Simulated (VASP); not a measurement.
# Ta (Im-3m) in VASP: further runs, part 2 of 2

VASP 6.6.1. The steps go on from the part before.

**3. Single point, PBEsol**

This run uses another cell than the first one, of 16.88 Å³/atom, 0.980 times its volume.

The input, INCAR:

```
SYSTEM = Ta
ALGO = Normal
EDIFF = 1E-6
ENCUT = 520
GGA = PS
ISIF = 2
ISMEAR = -1
LASPH = .TRUE.
LCHARG = .TRUE.
LELF = .TRUE.
LREAL = .FALSE.
LVHAR = .TRUE.
LWAVE = .FALSE.
NBANDS = 12
NELM = 100
PREC = Accurate
SIGMA = 0.05
```

The input, KPOINTS:

```
k-points
0
G
  11 11 11
  0 0 0
```

The input, POSCAR:

```
Ta
1.0
   -1.6160385921      1.6160385921      1.6160385921
    1.6160385921     -1.6160385921      1.6160385921
    1.6160385921      1.6160385921     -1.6160385921
Ta
1
Direct
    0.0000000000      0.0000000000      0.0000000000
```

Potentials or basis: VASP PAW PBE potentials, release 64 (Ta_pv).

Launch:

```console
> cat potpaw_PBE.64/Ta_pv/POTCAR > POTCAR
> mpirun -np 1 vasp_std > vasp.out
```

OUTCAR:

```text
SYSTEM = Ta
   EDIFF = 1E-6
   ENCUT = 520
   GGA = PS
   ISIF = 2
   ISMEAR = -1
   LASPH = .TRUE.
   LREAL = .FALSE.
   NELM = 100
   PREC = Accurate

 ion  position               nearest neighbor table
   1  0.000  0.000  0.000-

  LATTYP: Found a body centered cubic cell.
 ALAT       =     3.2320771842

  Lattice vectors:

 A1 = (  -1.6160385921,   1.6160385921,   1.6160385921)
 A2 = (   1.6160385921,  -1.6160385921,   1.6160385921)
 A3 = (   1.6160385921,   1.6160385921,  -1.6160385921)

Analysis of symmetry for initial positions (statically):
=====================================================================
 Subroutine PRICEL returns:
 Original cell was already a primitive cell.

 Routine SETGRP: Setting up the symmetry group for a
 body centered cubic supercell.

 Subroutine GETGRP returns: Found 48 space group operations
 (whereof 48 operations were pure point group operations)
 out of a pool of 48 trial point group operations.

The static configuration has the point symmetry O_h .

Analysis of symmetry for dynamics (positions and initial velocities):
=====================================================================
 Subroutine PRICEL returns:
 Original cell was already a primitive cell.

 Routine SETGRP: Setting up the symmetry group for a
 body centered cubic supercell.

 Subroutine GETGRP returns: Found 48 space group operations
 (whereof 48 operations were pure point group operations)
 out of a pool of 48 trial point group operations.

The dynamic configuration has the point symmetry O_h .

 Subroutine INISYM returns: Found 48 space group operations
 (whereof 48 operations are pure point group operations),
 and found     1 'primitive' translations

----------------------------------------------------------------------------------------

[... 109 lines left out ...]
     AMIX     =   0.40;   BMIX     =  1.00
     AMIX_MAG =   1.60;   BMIX_MAG =  1.00
  volume/ion in A,a.u.               =      16.88       113.92
  Fermi-wavevector in a.u.,A,eV,Ry     =   1.419278  2.682046 27.406879  2.014349
  Thomas-Fermi vector in A             =   2.540315
   LORBIT       =      0    0 simple, 1 ext, 2 COOP (PROOUT), +10 PAW based schemes
   GGA     = PS    functional components
   LHFCALC =     F    Hartree Fock is set to
   AEXX    =    0.0000 exact exchange contribution
   IVDW    =     0    specifies the selected vdW correction
   LEPSILON=     F    determine dielectric tensor
   LRPA    =     F    only Hartree local field effects (RPA)
 non-spin polarized calculation
  energy-cutoff  :      520.00
  volume of cell :       16.88
 maximum number of plane-waves:       470
 NGX is ok and might be reduce to    24
   NGX = 11   NGY = 11   NGZ = 11

 number of electron      10.9999998 magnetization

 Free energy of the ion-electron system (eV)
  ---------------------------------------------------
  ext. energy  EPLUGINS =         0.00000000
  ---------------------------------------------------
  free energy    TOTEN  =       -12.53699227 eV

  energy without entropy =      -12.53079631  energy(sigma->0) =      -12.53389429

 E-fermi :   5.8475     XC(G=0): -13.0643

 val. band max:        5.7915551472   @ k =  -0.4545  -0.4545   0.0909
 cond. band min:       5.9208352835   @ k =  -0.1818   0.2727   0.0909
 fundamental gap:      0.1292801363
 Fermi energy:         5.8475003889

 k-point     1 :       0.0000    0.0000    0.0000
  band No.  band energies     occupation
      1     -26.9134      2.00000
      2     -26.9134      2.00000
      3     -26.9134      2.00000
      4      -2.3188      2.00000
      5       6.5668      0.00000
      6       6.5668      0.00000
      7       6.5668      0.00000
      8      10.0741      0.00000
      9      10.0741      0.00000
     10      20.7329      0.00000
     11      21.2036      0.00000
     12      21.2036      0.00000
[... 331 lines left out ...]
 k-point    24 :       0.3636    0.1818    0.0909
  band No.  band energies     occupation
      1     -28.1170      2.00000
      2     -27.5778      2.00000
      3     -27.1564      2.00000
      4       2.8412      2.00000
      5       4.1194      2.00000
      6       6.0267      0.05406
      7      10.5851      0.00000
      8      11.2135      0.00000
      9      15.7457      0.00000
     10      16.7755      0.00000
     11      19.9250      0.00000
     12      20.7467      0.00000

 [... further k-points ...]
[... 5 lines left out ...]
  --------------------------------------------------------------------------------------
  -------------------------------------------------------------------------------------
  Total        1.1034730      1.1034730      1.1034730      0.0000000     -0.0000000      0.0000000
  in kB      104.7266277    104.7266277    104.7266277      0.0000000     -0.0000000      0.0000000
  external PRESSURE =     104.7266277 kB  Pullay stress =       0.0000000 kB

 VOLUME and BASIS-vectors are now :
 -----------------------------------------------------------------------------
  energy-cutoff  :      520.00
  volume of cell :       16.88
      direct lattice vectors                 reciprocal lattice vectors
    -1.616038592  1.616038592  1.616038592     0.000000000  0.309398552  0.309398552
     1.616038592 -1.616038592  1.616038592     0.309398552  0.000000000  0.309398552
     1.616038592  1.616038592 -1.616038592     0.309398552  0.309398552  0.000000000

 POSITION                                       TOTAL-FORCE (eV/Angst)
 -----------------------------------------------------------------------------------
      0.00000      0.00000      0.00000         0.000000     -0.000000      0.000000
 -----------------------------------------------------------------------------------
    total drift:                                0.000000     -0.000000      0.000000

  FREE ENERGIE OF THE ION-ELECTRON SYSTEM (eV)
  ---------------------------------------------------
  free  energy   TOTEN  =       -12.5369922738 eV

  energy  without entropy=      -12.5307963116  energy(sigma->0) =      -12.53389429
```

OSZICAR:

```text
N       E                     dE             d eps       ncg     rms          rms(c)
DAV:   1     0.593116997053E+02    0.59312E+02   -0.60981E+03  1352   0.888E+02
DAV:   2    -0.121035374587E+02   -0.71415E+02   -0.69630E+02  1516   0.248E+02
DAV:   3    -0.129960414169E+02   -0.89250E+00   -0.88862E+00  1600   0.265E+01
DAV:   4    -0.129980667693E+02   -0.20254E-02   -0.20253E-02  1480   0.138E+00
DAV:   5    -0.129980728391E+02   -0.60698E-05   -0.60696E-05  1592   0.716E-02    0.155E+01
DAV:   6    -0.126511687486E+02    0.34690E+00   -0.26750E-01  1576   0.548E+00    0.774E+00
DAV:   7    -0.125389907931E+02    0.11218E+00   -0.25701E-01  1532   0.495E+00    0.349E-01
DAV:   8    -0.125370705907E+02    0.19202E-02   -0.42503E-03  1440   0.737E-01    0.149E-01
DAV:   9    -0.125369945960E+02    0.75995E-04   -0.17312E-04  1500   0.145E-01    0.252E-02
DAV:  10    -0.125369925195E+02    0.20765E-05   -0.43601E-06  1524   0.226E-02    0.420E-03
DAV:  11    -0.125369922738E+02    0.24567E-06   -0.69874E-08   748   0.286E-03
   1 F= -.12536992E+02 E0= -.12533894E+02  d E =-.619596E-02
```

It took 10 s on 1 thread of AMD EPYC 7R13 (Zen 3), shared host; peak memory 0.11 GiB.

Results:

* Free energy: -12.5370 eV
* Pressure: 10.5 GPa

Levels at points of the mesh, in eV from the Fermi level:
```tsv
k point	band 1	band 2	band 3	band 4	band 5	band 6	band 7	band 8	band 9	band 10
(0.00, 0.00, 0.00)	-32.76	-32.76	-32.76	-8.17	0.72	0.72	0.72	4.23	4.23	14.89
```

Caveat: the PAW data sets were made with another functional, which shifts forces and pressure a little; spin-orbit coupling is left out, which moves the levels of the heavy elements.
